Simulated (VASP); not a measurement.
A run of VASP 6.6.1 is set up as follows.

The input POSCAR:

```
Ti
1.0
    4.6608666001      0.0000000000      0.0000000000
   -2.3304333001      4.0364288793      0.0000000000
    0.0000000000      0.0000000000      2.8761402500
Ti
3
Direct
    0.0000000000      0.0000000000      0.0000000000
    0.3333333333      0.6666666667      0.5000000000
    0.6666666667      0.3333333333      0.5000000000
```

Contents of INCAR.step1:

```
  PREC = Accurate
  ENCUT = 520
  ISMEAR = 0
  SIGMA = 0.1
  LREAL = False
  LASPH = True
  NELM = 100
  NBANDS = 25
  GGA = PE
  ALGO = Normal
  EDIFF = 1E-4
  LWAVE = True
  LCHARG = False
```

The input INCAR.step2:

```
  PREC = Accurate
  ENCUT = 520
  EDIFF = 1E-7
  ISMEAR = 0
  SIGMA = 0.1
  LREAL = False
  LASPH = True
  NELM = 100
  ALGO = Normal
  ISIF = 2
  LWAVE = False
  LCHARG = False
  METAGGA = R2SCAN
  LMIXTAU = True
  NBANDS = 25
  ISTART = 1
```

Contents of KPOINTS:

```
regular mesh
0
Gamma
  12 12 14
```

Potentials or basis: VASP PAW PBE potentials, release 64 (Ti_sv).

Run with:

```sh
$ cat potpaw_PBE.64/Ti_sv/POTCAR > POTCAR
$ cp INCAR.step1 INCAR
$ mpirun -np 1 vasp_std > vasp.out
$ cp INCAR.step2 INCAR
$ mpirun -np 1 vasp_std > vasp.out
```

(1) What does it give for the band gap on the k mesh?

(2) Predict the pressure.

Answers

(1) zero (band 18 reaches 8.03 eV, above the bottom of band 19 at 7.81 eV).

(2) -5.8 GPa.

Caveat: the PAW data sets were made with another functional, which shifts forces and pressure a little.
